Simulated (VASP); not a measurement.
# TiAl3 (P4mm) in VASP: a series of runs

TiAl3 is run at these levels: PBEsol; tasks: single point.

All numbers are computed with VASP 6.6.1; they aren't measurements. Logs are shortened: lines on timing, memory, paths and dates and some standing lists are left out, and cuts for length are marked.

## 1. The cell of the first run

The structure is tetragonal, space group P4mm (No. 99). The conventional cell has a = 3.948 Å, b = 3.948 Å, c = 13.845 Å, α = 90.00°, β = 90.00°, γ = 90.00°. Ti (site symmetry 4mm) has 12 Al at 2.79 Å within 3.7 Å. Ti (site symmetry 4mm) has 12 Al at 2.79 Å within 3.7 Å. Ti (site symmetry 4mm) has 8 Al at 2.79 Å within 3.7 Å. Al (site symmetry 2mm) has 2 Ti at 2.79 Å and 6 Al at 2.79 Å within 3.7 Å. Al (site symmetry 2mm) has 4 Ti at 2.79 Å and 8 Al at 2.79 Å within 3.7 Å. Al (site symmetry 2mm) has 4 Ti at 2.79 Å and 8 Al at 2.79 Å within 3.7 Å. Within 3.7 Å of Al (site symmetry 4mm) lie 4 Al at 2.79 Å and 4 Ti at 2.79 Å. Within 3.7 Å of Al (site symmetry 4mm) lie 8 Al at 2.79 Å and 4 Ti at 2.79 Å.

## 2. Single point, PBEsol (the distance across one plane changed)

The input, INCAR:

```
ALGO = Normal
EDIFF = 1E-6
ENCUT = 500
GGA = PS
GGA_COMPAT = F
ISIF = 2
ISMEAR = 0
LASPH = T
LCHARG = F
LREAL = F
LWAVE = F
NBANDS = 44
NELM = 120
PREC = Accurate
SIGMA = 0.15
```

The input, KPOINTS:

```
k-points
0
Gamma
  12 12 4
```

The input, POSCAR:

```
TiAl3
1.0
    0.0000000000     -3.9483448101      0.0000000000
    0.0000000000      0.0000000000     -3.9483448101
   13.8450344303      0.0000000000      0.0000000000
Ti Al
3 9
Direct
    0.0000000000      1.0000000000      0.2138717101
    0.0000000000      1.0000000000      0.4990530024
    0.0000000000      1.0000000000      0.7842342946
    0.5000000000      0.0000000000      0.0712810640
    0.5000000000      0.0000000000      0.3564623562
    0.5000000000      0.0000000000      0.6416436485
    0.0000000000      0.5000000000      0.0712810640
    0.0000000000      0.5000000000      0.3564623562
    0.0000000000      0.5000000000      0.6416436485
    0.5000000000      0.5000000000      0.7842342946
    0.5000000000      0.5000000000      0.2138717101
    0.5000000000      0.5000000000      0.4990530024
```

Potentials or basis: VASP PAW PBE potentials, release 64 (Ti_sv, Al).

On the command line:

```bash
$ cat potpaw_PBE.64/Ti_sv/POTCAR potpaw_PBE.64/Al/POTCAR > POTCAR
$ mpirun -np 1 vasp_std > vasp.out
```

OUTCAR:

```text
EDIFF = 1E-6
   ENCUT = 500
   GGA = PS
   ISIF = 2
   ISMEAR = 0
   LASPH = T
   LREAL = F
   NELM = 120
   PREC = Accurate

 ion  position               nearest neighbor table
   1  0.000  0.000  0.214-   5 2.79   8 2.79   8 2.79   5 2.79   7 2.79   7 2.79   4 2.79   4 2.79
                            11 2.79  11 2.79  11 2.79  11 2.79
   2  0.000  0.000  0.499-   6 2.79   9 2.79   9 2.79   6 2.79  12 2.79  12 2.79  12 2.79  12 2.79
                             5 2.79   8 2.79   5 2.79   8 2.79
   3  0.000  0.000  0.784-   6 2.79   9 2.79   9 2.79   6 2.79  10 2.79  10 2.79  10 2.79  10 2.79
[... 15 lines left out ...]
  11  0.500  0.500  0.214-   5 2.79   8 2.79   5 2.79   8 2.79   4 2.79   7 2.79   7 2.79   4 2.79
                             1 2.79   1 2.79   1 2.79   1 2.79
  12  0.500  0.500  0.499-   6 2.79   9 2.79   6 2.79   9 2.79   2 2.79   2 2.79   2 2.79   2 2.79
                             8 2.79   8 2.79   5 2.79   5 2.79

  LATTYP: Found a simple tetragonal cell.
 ALAT       =     3.9483448101
 C/A-ratio  =     3.5065413727

  Lattice vectors:

 A1 = (   0.0000000000,  -3.9483448101,   0.0000000000)
 A2 = (   0.0000000000,   0.0000000000,  -3.9483448101)
 A3 = (  13.8450344303,   0.0000000000,   0.0000000000)

Analysis of symmetry for initial positions (statically):
=====================================================================
 Subroutine PRICEL returns:
 Original cell was already a primitive cell.

 Routine SETGRP: Setting up the symmetry group for a
 simple tetragonal supercell.

 Subroutine GETGRP returns: Found  8 space group operations
 (whereof  8 operations were pure point group operations)
 out of a pool of 16 trial point group operations.

The static configuration has the point symmetry C_4v.

Analysis of symmetry for dynamics (positions and initial velocities):
=====================================================================
 Subroutine PRICEL returns:
 Original cell was already a primitive cell.

 Routine SETGRP: Setting up the symmetry group for a
 simple tetragonal supercell.

 Subroutine GETGRP returns: Found  8 space group operations
 (whereof  8 operations were pure point group operations)
 out of a pool of 16 trial point group operations.

The dynamic configuration has the point symmetry C_4v.

 Subroutine INISYM returns: Found  8 space group operations
 (whereof  8 operations are pure point group operations),
 and found     1 'primitive' translations

[... 129 lines left out ...]
   ISMEAR =     0;   SIGMA  =   0.15  broadening in eV -4-tet -1-fermi 0-gaus
   EFERMI_NEDOS =   21; number of points for ismear=-14 and -15
   IALGO  =     38    algorithm
   IMIX   =      4    mixing-type and parameters
     AMIX     =   0.40;   BMIX     =  1.00
     AMIX_MAG =   1.60;   BMIX_MAG =  1.00
  volume/ion in A,a.u.               =      17.99       121.38
  Fermi-wavevector in a.u.,A,eV,Ry     =   1.085959  2.052166 16.045459  1.179308
  Thomas-Fermi vector in A             =   2.222085
   LORBIT       =      0    0 simple, 1 ext, 2 COOP (PROOUT), +10 PAW based schemes
   GGA     = PS    functional components
   LHFCALC =     F    Hartree Fock is set to
   AEXX    =    0.0000 exact exchange contribution
   IVDW    =     0    specifies the selected vdW correction
   LEPSILON=     F    determine dielectric tensor
   LRPA    =     F    only Hartree local field effects (RPA)
 non-spin polarized calculation
 Gauss-broadening in eV      SIGMA  =   0.15
  energy-cutoff  :      500.00
  volume of cell :      215.84
 maximum number of plane-waves:      5520
 NGX is ok and might be reduce to    30
   NGX = 15   NGY = 15   NGZ = 51

 number of electron      62.9999989 magnetization

 Free energy of the ion-electron system (eV)
  ---------------------------------------------------
  ext. energy  EPLUGINS =         0.00000000
  ---------------------------------------------------
  free energy    TOTEN  =       -63.57062577 eV

  energy without entropy =      -63.49520125  energy(sigma->0) =      -63.53291351

 E-fermi :   7.1657     XC(G=0): -10.1406

 val. band max:        7.1644562159   @ k =   0.3333   0.0000   0.2500
 cond. band min:       7.1660322816   @ k =   0.3333   0.1667   0.2500
 fundamental gap:      0.0015760657
 Fermi energy:         7.1656834635

 k-point     1 :       0.0000    0.0000    0.0000
  band No.  band energies     occupation
      1     -49.7038      2.00000
      2     -49.5411      2.00000
      3     -49.5205      2.00000
      4     -26.2439      2.00000
      5     -25.9958      2.00000
      6     -25.9958      2.00000
[... 1093 lines left out ...]
     42       9.1181      0.00000
     43       9.2208      0.00000

 [... further k-points ...]

 [bands above 43 left out]

------------------------ aborting loop because EDIFF is reached ----------------------------------------

  FORCE on cell =-STRESS in cart. coord.  units (eV):
  Direction    XX          YY          ZZ          XY          YZ          ZX
  --------------------------------------------------------------------------------------
  -------------------------------------------------------------------------------------
  Total       -1.6514863     -3.9425190     -3.9425190      0.0000000      0.0000000      0.0000000
  in kB      -12.2591787    -29.2657856    -29.2657856      0.0000000      0.0000000      0.0000000
  external PRESSURE =     -23.5969166 kB  Pullay stress =       0.0000000 kB

 VOLUME and BASIS-vectors are now :
 -----------------------------------------------------------------------------
  energy-cutoff  :      500.00
  volume of cell :      215.84
      direct lattice vectors                 reciprocal lattice vectors
     0.000000000 -3.948344810  0.000000000     0.000000000 -0.253270686  0.000000000
     0.000000000  0.000000000 -3.948344810     0.000000000  0.000000000 -0.253270686
    13.845034430  0.000000000  0.000000000     0.072228062  0.000000000  0.000000000

 POSITION                                       TOTAL-FORCE (eV/Angst)
 -----------------------------------------------------------------------------------
      2.96106      0.00000      0.00000         0.301284      0.000000     -0.000000
      6.90941      0.00000      0.00000        -0.025207      0.000000     -0.000000
     10.85775      0.00000      0.00000        -0.572047      0.000000     -0.000000
      0.98689     -1.97417      0.00000        -0.478216      0.000000      0.000000
      4.93523     -1.97417      0.00000        -0.012598      0.000000     -0.000000
      8.88358     -1.97417      0.00000         0.347004      0.000000      0.000000
      0.98689      0.00000     -1.97417        -0.478216      0.000000      0.000000
      4.93523      0.00000     -1.97417        -0.012598      0.000000     -0.000000
      8.88358      0.00000     -1.97417         0.347004      0.000000      0.000000
     10.85775     -1.97417     -1.97417         0.767443      0.000000     -0.000000
      2.96106     -1.97417     -1.97417        -0.154340      0.000000     -0.000000
      6.90941     -1.97417     -1.97417        -0.029516      0.000000     -0.000000
 -----------------------------------------------------------------------------------
    total drift:                                0.000413     -0.000000     -0.000000

  FREE ENERGIE OF THE ION-ELECTRON SYSTEM (eV)
  ---------------------------------------------------
  free  energy   TOTEN  =       -63.5706257733 eV

  energy  without entropy=      -63.4952012494  energy(sigma->0) =      -63.53291351
```

OSZICAR:

```text
N       E                     dE             d eps       ncg     rms          rms(c)
DAV:   1     0.534658358796E+03    0.53466E+03   -0.26872E+04  7624   0.132E+03
DAV:   2    -0.135264900393E+01   -0.53601E+03   -0.51775E+03  7464   0.387E+02
DAV:   3    -0.625233868141E+02   -0.61171E+02   -0.59021E+02 11460   0.115E+02
DAV:   4    -0.710976683268E+02   -0.85743E+01   -0.84424E+01 11984   0.337E+01
[... 10 lines left out ...]
DAV:  15    -0.635707902502E+02   -0.26113E-03   -0.18455E-03  9828   0.232E-01    0.126E-01
DAV:  16    -0.635706643150E+02    0.12594E-03   -0.13106E-03  9888   0.167E-01    0.598E-02
DAV:  17    -0.635706298895E+02    0.34426E-04   -0.22543E-04  9740   0.681E-02    0.205E-02
DAV:  18    -0.635706262407E+02    0.36488E-05   -0.20049E-05  9564   0.205E-02    0.518E-03
DAV:  19    -0.635706257733E+02    0.46743E-06   -0.34237E-06  7200   0.810E-03
   1 F= -.63570626E+02 E0= -.63532914E+02  d E =-.754245E-01
```

It took 14 min on 1 thread of Intel Xeon Platinum 8488C (Sapphire Rapids), shared host; peak memory 0.66 GiB.

Results:

- Free energy: -63.5706 eV
- Pressure: -2.4 GPa
- Largest force: 0.767 eV/Å
- Band gap on the k mesh: zero (an odd number of electrons rules out a gap without spin polarisation)

Forces on the atoms (eV/Å):
```
Ti   0.301  0.000  0.000
Ti  -0.025  0.000  0.000
Ti  -0.572  0.000  0.000
Al  -0.478  0.000  0.000
Al  -0.013  0.000  0.000
Al   0.347  0.000  0.000
Al  -0.478  0.000  0.000
Al  -0.013  0.000  0.000
Al   0.347  0.000  0.000
Al   0.767  0.000  0.000
Al  -0.154  0.000  0.000
Al  -0.030  0.000  0.000
```

Stress tensor (GPa, compression positive):
```
-1.23  0.00  0.00
 0.00 -2.93  0.00
 0.00  0.00 -2.93
```

Caveat: the cell differs from its parent crystal (the distance across one plane changed); the PAW data sets were made with another functional, which shifts forces and pressure a little.

## 3. Single point, PBEsol (the distance across one plane changed)

The input, INCAR:

```
  ALGO = Fast
  EDIFF = 1E-6
  ENCUT = 520
  GGA = PS
  ISIF = 2
  ISMEAR = 0
  LASPH = True
  LCHARG = True
  LELF = True
  LREAL = False
  LVHAR = True
  LWAVE = False
  NBANDS = 44
  NELM = 60
  PREC = Accurate
  SIGMA = 0.15
```

KPOINTS is that of step 2.

The input, POSCAR:

```
TiAl3
1.0
    0.0000000000     -3.9483448101      0.0000000000
    0.0000000000      0.0000000000     -3.9483448101
   12.8450344302      0.0000000000      0.0000000000
Ti Al
3 9
Direct
    0.0000000000      1.0000000000      0.2305218570
    0.0000000000      1.0000000000      0.5379048252
    0.0000000000      1.0000000000      0.8452877935
    0.5000000000      0.0000000000      0.0768303729
    0.5000000000      0.0000000000      0.3842133411
    0.5000000000      0.0000000000      0.6915963094
    0.0000000000      0.5000000000      0.0768303729
    0.0000000000      0.5000000000      0.3842133411
    0.0000000000      0.5000000000      0.6915963094
    0.5000000000      0.5000000000      0.8452877935
    0.5000000000      0.5000000000      0.2305218570
    0.5000000000      0.5000000000      0.5379048252
```

Potentials or basis: VASP PAW PBE potentials, release 64 (Ti_sv, Al).

On the command line:

```bash
$ cat potpaw_PBE.64/Ti_sv/POTCAR potpaw_PBE.64/Al/POTCAR > POTCAR
$ mpirun -np 1 vasp_std > vasp.out
```

Run time: 22 min. Hardware: 1 thread of Intel Xeon 6975P-C (Granite Rapids), shared host; peak memory 0.67 GiB.

Results (log left out):

```
Free energy            : -64.7239 eV
Pressure               : -3.0 GPa
Largest force          : 1.020 eV/Å
Band gap on the k mesh : zero (an odd number of electrons rules out a gap without spin polarisation)
```

Forces on the atoms (eV/Å):
```
Ti   0.427  0.000  0.000
Ti  -0.002  0.000  0.000
Ti   0.442  0.000  0.000
Al  -0.994  0.000  0.000
Al  -0.033  0.000  0.000
Al   0.236  0.000  0.000
Al  -0.994  0.000  0.000
Al  -0.033  0.000  0.000
Al   0.236  0.000  0.000
Al   1.020  0.000  0.000
Al  -0.301  0.000  0.000
Al  -0.002  0.000  0.000
```

Stress tensor (GPa, compression positive):
```
-4.13  0.00  0.00
 0.00 -2.36  0.00
 0.00  0.00 -2.36
```

Levels at points of the mesh, in eV from the Fermi level:
```csv
k point,band 28,band 29,band 30,band 31,band 32,band 33,band 34,band 35
"(0.00, 0.00, 0.00)",-1.38,-0.62,-0.22,0.23,0.26,0.26,0.38,0.53
"(0.50, 0.00, 0.00)",-1.04,-0.55,-0.24,-0.09,0.36,0.63,0.75,0.86
"(0.50, 0.50, 0.00)",-2.65,-2.21,-2.21,-1.02,-1.02,0.25,0.77,0.86
"(0.00, 0.00, 0.50)",-1.38,-1.09,0.24,0.28,0.28,0.37,0.48,0.48
"(0.50, 0.00, 0.50)",-1.03,-0.45,-0.19,0.15,0.16,0.55,0.75,0.85
"(0.50, 0.50, 0.50)",-1.81,-1.81,-1.74,-1.28,-1.28,-0.91,0.30,0.93
```

Caveat: the cell differs from its parent crystal (the distance across one plane changed); the PAW data sets were made with another functional, which shifts forces and pressure a little.

## 4. Single point, PBEsol

This run uses another cell than the first one, of 16.69 Å³/atom.

The input, INCAR:

```
ALGO = Fast
EDIFF = 1E-6
ENCUT = 520
GGA = PS
ISIF = 2
ISMEAR = 0
LASPH = T
LCHARG = F
LREAL = F
LWAVE = F
NBANDS = 44
NELM = 60
PREC = Accurate
SIGMA = 0.15
```

The input, KPOINTS:

```
Automatic mesh
0
Gamma
  12 12 4
  0.5 0.5 0.5
```

POSCAR is that of step 3.

On the command line:

```bash
$ cat potpaw_PBE.64/Ti_sv/POTCAR potpaw_PBE.64/Al/POTCAR > POTCAR
$ mpirun -np 1 vasp_std > vasp.out
```

Run time: 14 min. Hardware: 1 thread of Intel Xeon 6975P-C (Granite Rapids), shared host; peak memory 0.47 GiB.

Results (log left out):

| Item | Value |
| --- | --- |
| Free energy | -64.7195 eV |
| Pressure | -3.0 GPa |
| Largest force | 1.017 eV/Å |
| Band gap on the k mesh | zero (an odd number of electrons rules out a gap without spin polarisation) |

Forces in eV/Å, atoms in the order of the input:
```
Ti   0.440  0.000  0.000
Ti  -0.005  0.000  0.000
Ti   0.442  0.000  0.000
Al  -0.995  0.000  0.000
Al  -0.033  0.000  0.000
Al   0.231  0.000  0.000
Al  -0.995  0.000  0.000
Al  -0.033  0.000  0.000
Al   0.231  0.000  0.000
Al   1.017  0.000  0.000
Al  -0.304  0.000  0.000
Al   0.004  0.000  0.000
```

Stress tensor (GPa, compression positive):
```
-4.23  0.00  0.00
 0.00 -2.32  0.00
 0.00  0.00 -2.32
```

Levels at points of the mesh, in eV from the Fermi level:
```
           k point  band 27  band 28  band 29  band 30  band 31  band 32  band 33  band 34  band 35  band 36
(0.04, 0.04, 0.12)    -1.50    -1.32    -0.59    -0.01     0.08     0.17     0.24     0.34     0.44     0.56
```

Caveat: the PAW data sets were made with another functional, which shifts forces and pressure a little.

## 5. The runs side by side

```csv
cell,k mesh,cutoff (eV),gap on the mesh (eV),pressure (GPa),largest force (eV/Å)
"a = 3.948, b = 3.948, c = 13.845 Å, 12 atoms",12 × 12 × 4,500,none,-2.4,0.77
"a = 3.948, b = 3.948, c = 12.845 Å, 12 atoms",12 × 12 × 4,520,none,-3.0,1.02
"a = 3.948, b = 3.948, c = 12.845 Å, 12 atoms","12 × 12 × 4, shifted",520,none,-3.0,1.02
```

Alike in all rows: task single point; level PBEsol; potentials or basis VASP PAW PBE potentials, release 64 (Ti_sv, Al); no spin polarisation; smearing gaussian 0.15 eV.

Caveats: the PAW data sets were made with another functional, which shifts forces and pressure a little.

Total energies depend on the potentials used, so only differences within one code and one set of settings carry meaning.
